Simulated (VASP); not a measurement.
# BiMo (zincblende type): electric field gradients with PBE

Crystal: BiMo (zincblende type).

```
Mo Bi
1.0
     0.00000    3.17867    3.17867
     3.17867    0.00000    3.17867
     3.17867    3.17867    0.00000
Mo Bi
1 1
Direct
  0.00000 0.00000 0.00000
  0.25000 0.25000 0.25000
```

This cell differs from its parent crystal: volume scaled by 1.02.

```
Program                : VASP 6.6.1
Task                   : electric field gradients
Functional             : PBE
Potentials or basis    : VASP PAW PBE potentials, release 64 (Mo_sv, Bi_d)
Cutoff                 : 520 eV
k mesh                 : 11 × 11 × 11
Occupations            : fermi-dirac, width 0.08 eV
Spin                   : no spin polarisation
Dipole correction      : no
Further INCAR settings : ALGO = Normal; EDIFF = 1e-08; NBANDS = 22
```

```yaml
Pressure: -1.2 GPa
```

Levels at points of the mesh, in eV from the Fermi level:
| k point | band 12 | band 13 | band 14 | band 15 | band 16 | band 17 | band 18 | band 19 |
| --- | --- | --- | --- | --- | --- | --- | --- | --- |
| (0.00, 0.00, 0.00) | -2.34 | -2.34 | -0.10 | -0.10 | 2.33 | 5.04 | 5.04 | 5.04 |

Wall time 33 s on 1 thread of Intel(R) Xeon(R) 6975P-C (Granite Rapids), on a shared host, peak memory 0.24 GiB.

Caveat: without QUAD_EFG the Cq values of the log hold for a quadrupole moment of 1 mb, not for the nuclei; spin-orbit coupling is left out, which moves the levels of the heavy elements.
